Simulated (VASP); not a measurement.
# Cr (P6_3/mmc) in VASP: notebook, part 2 of 2

VASP 6.6.1.

### 3 Relaxation of shape and atoms at fixed volume, r2SCAN (volume scaled by 0.88)

The input, POSCAR:

```
Cr
1.0
    2.3606387352      0.0000000000      0.0000000000
   -1.1803193676      2.0443731138      0.0000000000
    0.0000000000      0.0000000000      4.2602811633
Cr
2
Direct
    0.3333333333      0.6666666667      0.2500000000
    0.6666666667      0.3333333333      0.7500000000
```

The input, INCAR.step1:

```
SYSTEM = Cr
PREC = Accurate
ENCUT = 600
ISMEAR = 0
SIGMA = 0.1
LREAL = .FALSE.
LASPH = .TRUE.
NELM = 100
GGA = PE
ALGO = Normal
EDIFF = 1E-4
LWAVE = .TRUE.
LCHARG = .FALSE.
```

The input, INCAR.step2:

```
SYSTEM = Cr
PREC = Accurate
ENCUT = 600
EDIFF = 1E-6
ISMEAR = 0
SIGMA = 0.1
LREAL = .FALSE.
LASPH = .TRUE.
NELM = 100
ALGO = Normal
ISIF = 4
LWAVE = .FALSE.
LCHARG = .FALSE.
METAGGA = R2SCAN
LMIXTAU = .TRUE.
IBRION = 2
NSW = 50
EDIFFG = -0.01
ISTART = 1
```

The input, KPOINTS:

```
regular mesh
0
G
  18 18 10
  0 0 0
```

Potentials or basis: VASP PAW PBE potentials, release 64 (Cr_pv).

Started as:

```bash
$ cat potpaw_PBE.64/Cr_pv/POTCAR > POTCAR
$ cp INCAR.step1 INCAR
$ mpirun -np 1 vasp_std > vasp.out
$ cp INCAR.step2 INCAR
$ mpirun -np 1 vasp_std > vasp.out
```

OUTCAR:

```text
SYSTEM = Cr
   PREC = Accurate
   ENCUT = 600
   EDIFF = 1E-6
   ISMEAR = 0
   LREAL = .FALSE.
   LASPH = .TRUE.
   NELM = 100
   ISIF = 4
   METAGGA = R2SCAN
   IBRION = 2
   NSW = 50
   EDIFFG = -0.01
   ISTART = 1

 ion  position               nearest neighbor table
   1  0.333  0.667  0.250-   2 2.53   2 2.53   2 2.53   2 2.53   2 2.53   2 2.53
   2  0.667  0.333  0.750-   1 2.53   1 2.53   1 2.53   1 2.53   1 2.53   1 2.53

  LATTYP: Found a hexagonal cell.
 ALAT       =     2.3606387352
 C/A-ratio  =     1.8047154356

  Lattice vectors:

 A1 = (   2.3606387352,   0.0000000000,   0.0000000000)
 A2 = (  -1.1803193676,   2.0443731138,   0.0000000000)
 A3 = (   0.0000000000,   0.0000000000,   4.2602811633)

Analysis of symmetry for initial positions (statically):
=====================================================================
 Subroutine PRICEL returns:
 Original cell was already a primitive cell.

 Routine SETGRP: Setting up the symmetry group for a
 hexagonal supercell.

[... 176 lines left out ...]
  --------------------------------------------------------------------------------------
  -------------------------------------------------------------------------------------
  Total        5.5908295      5.5908295      5.3604064     -0.0000000     -0.0000000      0.0000000
  in kB      435.6712300    435.6712300    417.7152670     -0.0000000     -0.0000000      0.0000000
  external PRESSURE =     429.6859090 kB  Pullay stress =       0.0000000 kB
[... 59 lines left out ...]
--------------------------------------- Ionic step        3  -------------------------------------------

 number of electron      24.0000003 magnetization

 Free energy of the ion-electron system (eV)
  ---------------------------------------------------
  ext. energy  EPLUGINS =         0.00000000
  ---------------------------------------------------
  free energy    TOTEN  =       -28.34401243 eV

  energy without entropy =      -28.33367448  energy(sigma->0) =      -28.33884345

 E-fermi :  12.5465     XC(G=0): -15.7297

 val. band max:       12.5409616050   @ k =   0.0556  -0.0000   0.0000
 cond. band min:      12.5488467941   @ k =   0.3333   0.2778   0.0000
 fundamental gap:      0.0078851890
 Fermi energy:        12.5464948538

 k-point     1 :       0.0000    0.0000    0.0000
  band No.  band energies     occupation
      1     -32.5907      2.00000
      2     -31.4762      2.00000
      3     -31.2784      2.00000
      4     -31.2783      2.00000
      5     -31.1796      2.00000
      6     -31.1796      2.00000
[... 433 lines left out ...]
      3     -31.9838      2.00000
      4     -31.7228      2.00000
      5     -31.6314      2.00000
      6     -31.5426      2.00000
[... 8 lines left out ...]
     15      15.2744      0.00000
     16      15.7675      0.00000

 [... further k-points ...]

------------------------ aborting loop because EDIFF is reached ----------------------------------------

  FORCE on cell =-STRESS in cart. coord.  units (eV):
  Direction    XX          YY          ZZ          XY          YZ          ZX
  --------------------------------------------------------------------------------------
  -------------------------------------------------------------------------------------
  Total        5.5005147      5.5005147      5.4979103     -0.0000000      0.0000000      0.0000000
  in kB      428.6333482    428.6333482    428.4304046     -0.0000000      0.0000000      0.0000000
  external PRESSURE =     428.5657003 kB  Pullay stress =       0.0000000 kB
[... 17 lines left out ...]
  FREE ENERGIE OF THE ION-ELECTRON SYSTEM (eV)
  ---------------------------------------------------
  free  energy   TOTEN  =       -28.3440124335 eV

  energy  without entropy=      -28.3336744762  energy(sigma->0) =      -28.33884345

 reached required accuracy - stopping structural energy minimisation
```

OSZICAR.step1:

```text
N       E                     dE             d eps       ncg     rms          rms(c)
DAV:   1     0.247679570282E+03    0.24768E+03   -0.16245E+04  7104   0.214E+03
DAV:   2    -0.124305973714E+02   -0.26011E+03   -0.25844E+03  7440   0.533E+02
DAV:   3    -0.202684614913E+02   -0.78379E+01   -0.76995E+01  9208   0.107E+02
DAV:   4    -0.203654918206E+02   -0.97030E-01   -0.96993E-01  8072   0.122E+01
DAV:   5    -0.203679982130E+02   -0.25064E-02   -0.25064E-02  9992   0.169E+00    0.204E+01
DAV:   6    -0.178679891145E+02    0.25000E+01   -0.13043E+01  7648   0.454E+01    0.211E+00
DAV:   7    -0.178309004413E+02    0.37089E-01   -0.17213E-01  7968   0.457E+00    0.113E+00
DAV:   8    -0.178111859212E+02    0.19715E-01   -0.19590E-02 11208   0.171E+00    0.291E-01
DAV:   9    -0.178109936086E+02    0.19231E-03   -0.18568E-03  8120   0.438E-01    0.112E-01
DAV:  10    -0.178109725397E+02    0.21069E-04   -0.15647E-04  4624   0.146E-01
   1 F= -.17810973E+02 E0= -.17805321E+02  d E =-.113031E-01
```

It took 13 min on 1 thread of Oxide Virtual Turin-like, shared host; peak memory 0.17 GiB.

Results:

```
Free energy               : -28.3440 eV
Energy gained by relaxing : 0.1 meV/atom
Ionic steps               : 3
Pressure after relaxing   : 42.9 GPa
Band gap on the k mesh    : zero (band 12 reaches 13.82 eV, above the bottom of band 13 at 12.07 eV)
```

The path:
| step | energy change (eV) | largest force (eV/Å) | pressure (GPa) | volume (Å³) |
| --- | --- | --- | --- | --- |
| 1 | 0.0000 | 0.0000 | 42.97 | 20.56 |
| 2 | -0.0002 | 0.0000 | 42.79 | 20.56 |
| 3 | -0.0003 | 0.0000 | 42.86 | 20.56 |

Final structure:
```yaml
crystal:
  lattice:
    - [2.36338, 0.00000, 0.00000]
    - [-1.18169, 2.04674, 0.00000]
    - [0.00000, 0.00000, 4.25042]
  atoms:
    - { symbol: Cr, position: [0.33333, 0.66667, 0.25000] }
    - { symbol: Cr, position: [0.66667, 0.33333, 0.75000] }
```

Caveat: the cell differs from its parent crystal (volume scaled by 0.88); the PAW data sets were made with another functional, which shifts forces and pressure a little; the run has no spin polarisation, though such a crystal can be magnetic. Spin polarisation is off, so any magnetic state and its effect on volume and gap are missing.
